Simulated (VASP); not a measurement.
Set up this calculation in VASP 6.6.1, as the native input.

| Quantity | Value |
| --- | --- |
| Task | single point |
| Functional | LDA |
| Potentials or basis | VASP PAW LDA potentials, release 64 (Ni) |
| Cutoff | 520 eV |
| k mesh | 10 × 10 × 10 |
| Occupations | gaussian, width 0.01 eV |
| Spin | collinear spin, ferromagnetic start |
| Starting moments | [1.0] μB |
| Hubbard terms | Ni d U = 4.0 eV |
| Dipole correction | no |
| Further INCAR settings | ALGO = Normal; EDIFF = 1e-06; NBANDS = 15 |

The structure of Ni lies in POSCAR:

```
Ni
1.0
    0.0157440000      1.7526920000      1.7577990000
    1.7649030000      0.0121160000      1.7614280000
    1.7344060000      1.7258240000      0.0426130000
Ni
1
Direct
    0.0000000000      0.0000000000      0.0000000000
```

This cell differs from its parent crystal: the cell strained at random.

These files were run (other wordings do the same):

INCAR

```
SYSTEM = Ni
ALGO     = Normal         ! electronic algorithm
EDIFF    = 1E-6           ! SCF threshold, eV
ENCUT    = 520            ! plane-wave cutoff, eV
GGA      = CA             ! functional
ISIF     = 2              ! what is computed and relaxed
ISMEAR   = 0              ! smearing method
ISPIN    = 2              ! spin polarisation
LASPH    = .True.         ! aspherical terms in the spheres
LCHARG   = .True.         ! write CHGCAR
LDAU     = .True.         ! DFT+U
LDAUJ    = 0            
LDAUL    = 2              ! shell
LDAUPRINT= 1            
LDAUTYPE = 2            
LDAUU    = 4              ! U, eV
LELF     = .True.         ! ELF
LMAXMIX  = 4              ! l up to which the mixer works
LORBIT   = 11             ! projections on sites
LREAL    = .False.        ! projectors in reciprocal space
LVHAR    = .True.       
LWAVE    = .False.        ! write WAVECAR
MAGMOM   = 1              ! initial moments
NBANDS   = 15             ! bands
NELM     = 150            ! most SCF steps
PREC     = Accurate       ! precision mode
SIGMA    = 0.01           ! smearing width, eV
```

KPOINTS

```
k-points
0
Gamma
  10 10 10
  0 0 0
```

Potentials or basis: VASP PAW LDA potentials, release 64 (Ni).

Launch:

```console
$ cat potpaw_LDA.64/Ni/POTCAR > POTCAR
$ mpirun -np 1 vasp_std > vasp.out
```

Results of the run:

* Pressure: -18.2 GPa
* Net moment: 0.73 μB per cell
* Site moments: Ni +0.74 μB
* Valence electrons inside the program's atomic spheres: Ni 9.48

Caveat: the cell differs from its parent crystal (the cell strained at random); the U is typed as a test and isn't derived for this compound.

Wall time 2.7 min on 1 thread of Intel(R) Xeon(R) 6975P-C (Granite Rapids) (shared host), peak memory 0.22 GiB.
